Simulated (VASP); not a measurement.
# MnO (R-3m) in VASP: further runs, part 2 of 2

VASP 6.6.1. The steps go on from the part before.

## (5) Single point, PBE+U, collinear spin, ferromagnetic start

This run uses another cell than the first one, of 10.87 Å³/atom.

File INCAR:

```
  ALGO = Normal
  EDIFF = 1E-6
  ENCUT = 520
  GGA = PE
  ISIF = 2
  ISMEAR = 0
  ISPIN = 2
  LASPH = True
  LCHARG = False
  LDAU = True
  LDAUJ = 0 0
  LDAUL = 2 -1
  LDAUPRINT = 1
  LDAUTYPE = 2
  LDAUU = 3.9 0
  LMAXMIX = 4
  LORBIT = 11
  LREAL = False
  LWAVE = False
  MAGMOM = 4.69 0
  NBANDS = 20
  NELM = 150
  PREC = Accurate
  SIGMA = 0.05
```

File KPOINTS:

```
k-points
0
Gamma
  12 12 12
```

File POSCAR:

```
MnO
1.0
    1.5654766449      0.9038283640      2.5600794632
   -1.5654766449      0.9038283640      2.5600794632
    0.0000000000     -1.8076567230      2.5600794650
Mn O
1 1
Direct
    1.0000000000      0.0000000000      0.0000000000
    0.5000000000      0.5000000000      0.5000000000
```

Potentials or basis: VASP PAW PBE potentials, release 64 (Mn_pv, O).

On the command line:

```
$ cat potpaw_PBE.64/Mn_pv/POTCAR potpaw_PBE.64/O/POTCAR > POTCAR
$ mpirun -np 1 vasp_std > vasp.out
```

OUTCAR:

```text
EDIFF = 1E-6
   ENCUT = 520
   GGA = PE
   ISIF = 2
   ISMEAR = 0
   ISPIN = 2
   LASPH = True
   LORBIT = 11
   LREAL = False
   NELM = 150
   PREC = Accurate

 ion  position               nearest neighbor table
   1  0.000  0.000  0.000-   2 2.21   2 2.21   2 2.21   2 2.21   2 2.21   2 2.21
   2  0.500  0.500  0.500-   1 2.21   1 2.21   1 2.21   1 2.21   1 2.21   1 2.21

  LATTYP: Found a trigonal (rhomboedric) cell.
 ALAT       =     3.1339479407
 COS(alpha) =     0.5009550957

  Lattice vectors:

 A1 = (   1.5654766449,   0.9038283640,   2.5600794632)
 A2 = (  -1.5654766449,   0.9038283640,   2.5600794632)
 A3 = (   0.0000000000,  -1.8076567230,   2.5600794650)

Analysis of symmetry for initial positions (statically):
=====================================================================
 Subroutine PRICEL returns:
 Original cell was already a primitive cell.

 Routine SETGRP: Setting up the symmetry group for a
 trigonal (rhombohedral) supercell.

 Subroutine GETGRP returns: Found 12 space group operations
 (whereof 12 operations were pure point group operations)
 out of a pool of 12 trial point group operations.

The static configuration has the point symmetry D_3d.

Analysis of symmetry for dynamics (positions and initial velocities):
=====================================================================
 Subroutine PRICEL returns:
 Original cell was already a primitive cell.

 Routine SETGRP: Setting up the symmetry group for a
 trigonal (rhombohedral) supercell.

 Subroutine GETGRP returns: Found 12 space group operations
 (whereof 12 operations were pure point group operations)
 out of a pool of 12 trial point group operations.

The dynamic configuration has the point symmetry D_3d.

Analysis of structural, dynamic, and magnetic symmetry:
=====================================================================
[... 183 lines left out ...]
  o =  0.9776  v =  0.5764 -0.0000  0.0000 -0.8171  0.0000  0.0000  0.0000  0.0000  0.0000  0.0000      0.0000  0.0000  0.0000  0.0000  0.0000  0.0000  0.0000  0.0000  0.0000  0.0000

 number of electron      18.9999994 magnetization       5.0000745

 Free energy of the ion-electron system (eV)
  ---------------------------------------------------
  ext. energy  EPLUGINS =         0.00000000
  ---------------------------------------------------
  free energy    TOTEN  =       -15.44609764 eV

  energy without entropy =      -15.44609740  energy(sigma->0) =      -15.44609752

 E-fermi :   7.1887     XC(G=0): -11.8603

 val. band max:        7.0640980472   @ k =   0.5000   0.0000   0.0000
 cond. band min:       7.2928834161   @ k =   0.0000   0.0000   0.0000
 fundamental gap:      0.2287853689
 Fermi energy:         7.1887404281

 spin component 1

 k-point     1 :       0.0000    0.0000    0.0000
  band No.  band energies     occupation
      1     -42.7092      1.00000
      2     -42.7092      1.00000
      3     -42.7082      1.00000
      4     -12.3989      1.00000
      5       2.8450      1.00000
      6       2.8495      1.00000
[... 1097 lines left out ...]
     19      31.0049      0.00000
     20      33.1437      0.00000

 [... further k-points ...]

------------------------ aborting loop because EDIFF is reached ----------------------------------------

  FORCE on cell =-STRESS in cart. coord.  units (eV):
  Direction    XX          YY          ZZ          XY          YZ          ZX
  --------------------------------------------------------------------------------------
  -------------------------------------------------------------------------------------
  Total        1.3053199      1.3053199      1.2751280      0.0000000     -0.0000000      0.0000000
  in kB       96.2255209     96.2255209     93.9998375      0.0000000     -0.0000000      0.0000000
  external PRESSURE =      95.4836264 kB  Pullay stress =       0.0000000 kB

 VOLUME and BASIS-vectors are now :
 -----------------------------------------------------------------------------
  energy-cutoff  :      520.00
  volume of cell :       21.73
      direct lattice vectors                 reciprocal lattice vectors
     1.565476645  0.903828364  2.560079463     0.319391542  0.184400793  0.130204292
    -1.565476645  0.903828364  2.560079463    -0.319391542  0.184400793  0.130204292
     0.000000000 -1.807656723  2.560079465     0.000000000 -0.368801586  0.130204292

 POSITION                                       TOTAL-FORCE (eV/Angst)
 -----------------------------------------------------------------------------------
      0.00000      0.00000      0.00000         0.000000      0.000000      0.000000
      0.00000      0.00000      3.84012        -0.000000     -0.000000     -0.000000
 -----------------------------------------------------------------------------------
    total drift:                               -0.000000     -0.000000     -0.000000

  FREE ENERGIE OF THE ION-ELECTRON SYSTEM (eV)
  ---------------------------------------------------
  free  energy   TOTEN  =       -15.4460976363 eV

  energy  without entropy=      -15.4460974014  energy(sigma->0) =      -15.44609752

 total charge

# of ion       s       p       d       tot
------------------------------------------
    1        0.210   6.188   4.965  11.362
    2        1.555   3.461   0.000   5.016
--------------------------------------------------
tot          1.765   9.649   4.965  16.378

 magnetization (x)

# of ion       s       p       d       tot
------------------------------------------
    1        0.033   0.027   4.560   4.619
    2        0.024   0.136   0.000   0.160
--------------------------------------------------
tot          0.057   0.163   4.560   4.779
```

OSZICAR:

```text
N       E                     dE             d eps       ncg     rms          rms(c)
DAV:   1     0.174824750747E+03    0.17482E+03   -0.10406E+04 15188   0.112E+03
DAV:   2    -0.774653772178E+01   -0.18257E+03   -0.16933E+03 15524   0.330E+02
DAV:   3    -0.163008846544E+02   -0.85543E+01   -0.84868E+01 17000   0.774E+01
DAV:   4    -0.163630868118E+02   -0.62202E-01   -0.62189E-01 17316   0.679E+00
DAV:   5    -0.163636187002E+02   -0.53189E-03   -0.53188E-03 16932   0.624E-01    0.145E+01
DAV:   6    -0.150566480026E+02    0.13070E+01   -0.84070E+00 20840   0.318E+01    0.139E+01
DAV:   7    -0.154133679840E+02   -0.35672E+00   -0.85797E-01 16532   0.109E+01    0.834E+00
DAV:   8    -0.154126430273E+02    0.72496E-03   -0.12242E-01 16788   0.310E+00    0.499E+00
DAV:   9    -0.154463021815E+02   -0.33659E-01   -0.17230E-02 16276   0.147E+00    0.473E-01
DAV:  10    -0.154459431759E+02    0.35901E-03   -0.35862E-03 16956   0.725E-01    0.110E-01
DAV:  11    -0.154460444190E+02   -0.10124E-03   -0.26449E-04 17068   0.134E-01    0.501E-02
DAV:  12    -0.154460896114E+02   -0.45192E-04   -0.30480E-05 16936   0.567E-02    0.239E-02
DAV:  13    -0.154460983642E+02   -0.87528E-05   -0.34855E-06 17092   0.214E-02    0.673E-03
DAV:  14    -0.154460976363E+02    0.72785E-06   -0.18104E-06 15748   0.104E-02
   1 F= -.15446098E+02 E0= -.15446098E+02  d E =-.234929E-06  mag=     5.0000
```

It took 4.4 min on 1 thread of Intel Xeon 8259CL, shared host; peak memory 0.21 GiB.

Results:

| Quantity | Value |
| --- | --- |
| Free energy | -15.4461 eV |
| Pressure | 9.5 GPa |
| Band gap on the k mesh | 0.23 eV (least direct gap 2.77 eV) |
| Net moment | 5.00 μB per cell |
| Site moments | Mn +4.62; O +0.16 μB |
| Valence electrons inside the program's atomic spheres | Mn 11.36; O 5.02 |

Eigenvalues of the final occupation matrices:
```tsv
site	spin	trace	eigenvalues
site 1 d	1	4.78	0.94 0.94 0.94 0.98 0.98
site 1 d	2	0.21	0.02 0.02 0.02 0.07 0.07
```

Caveat: the cell stands under pressure; a cell with one magnetic atom can't hold antiferromagnetic order, which such compounds often take.

## (6) Summary

| task | cell | k mesh | cutoff (eV) | gap on the mesh (eV) | pressure (GPa) | moment (μB) |
| --- | --- | --- | --- | --- | --- | --- |
| relaxation of shape and atoms at fixed volume | relaxed from a = 3.207 Å, angles 59.9°, 2 atoms | 12 × 12 × 12 | 600 | 0.11 | -1.7 | 5.00 |
| single point | a = 3.116 Å, angles 60.7°, 2 atoms | 5 × 5 × 5 | 520 | 0.40 | 9.6 | 5.00 |
| single point | a = 3.116 Å, angles 60.7°, 2 atoms | 12 × 12 × 12 | 520 | 0.21 | 9.6 | 5.00 |
| single point | a = 3.134 Å, angles 59.9°, 2 atoms | 12 × 12 × 12 | 520 | 0.23 | 9.5 | 5.00 |

Alike in all rows: level PBE+U; potentials or basis VASP PAW PBE potentials, release 64 (Mn_pv, O); spin collinear, ferromagnetic start; Mn d U = 3.9 eV; smearing gaussian 0.05 eV.

Caveats: some runs use coarse meshes; a cell with one magnetic atom can't hold antiferromagnetic order, which such compounds often take; the cell stands under pressure (at least some runs); an odd mesh through Γ misses points on the zone boundary, where band edges can lie (at least some runs).

Absolute energies hang on the potentials; compare differences alone.
